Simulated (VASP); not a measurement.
Tl: single point with LDA

Tl:

```
Tl
1.0
    -1.68357    1.68357    1.68357
     1.68357   -1.68357    1.68357
     1.68357    1.68357   -1.68357
Tl
1
Direct
  0.00000 0.00000 0.00000
```

This cell differs from its parent crystal: volume scaled by 0.7.

* Program: VASP 6.6.1
* Task: single point
* Functional: LDA
* Potentials or basis: VASP PAW LDA potentials, release 64 (Tl_d)
* Cutoff: 520 eV
* k mesh: 14 × 14 × 14
* Occupations: fermi-dirac, width 0.1 eV
* Spin: no spin polarisation
* Dipole correction: no
* Further INCAR settings: ALGO = Normal; EDIFF = 1e-06; NBANDS = 12

```json
{
 "Pressure": "41.2 GPa"
}
```

Levels at points of the mesh, in eV from the Fermi level:
| k point | band 2 | band 3 | band 4 | band 5 | band 6 | band 7 | band 8 | band 9 | band 10 | band 11 |
| --- | --- | --- | --- | --- | --- | --- | --- | --- | --- | --- |
| (0.00, 0.00, 0.00) | -12.86 | -12.86 | -12.86 | -11.79 | -11.79 | 12.73 | 12.73 | 12.73 | 15.86 | 15.86 |
| (0.50, 0.00, 0.00) | -13.38 | -11.86 | -11.74 | -11.03 | -4.89 | -4.61 | 7.59 | 7.93 | 14.01 | 14.64 |
| (0.50, 0.50, 0.50) | -13.61 | -11.22 | -11.22 | -11.22 | 1.10 | 1.10 | 1.10 | 1.24 | 8.36 | 8.36 |

It took 11 s on 1 thread of Intel(R) Xeon(R) Platinum 8488C (Sapphire Rapids), on a shared host, peak memory 0.14 GiB.

Caveat: spin-orbit coupling is left out, which moves the levels of the heavy elements.
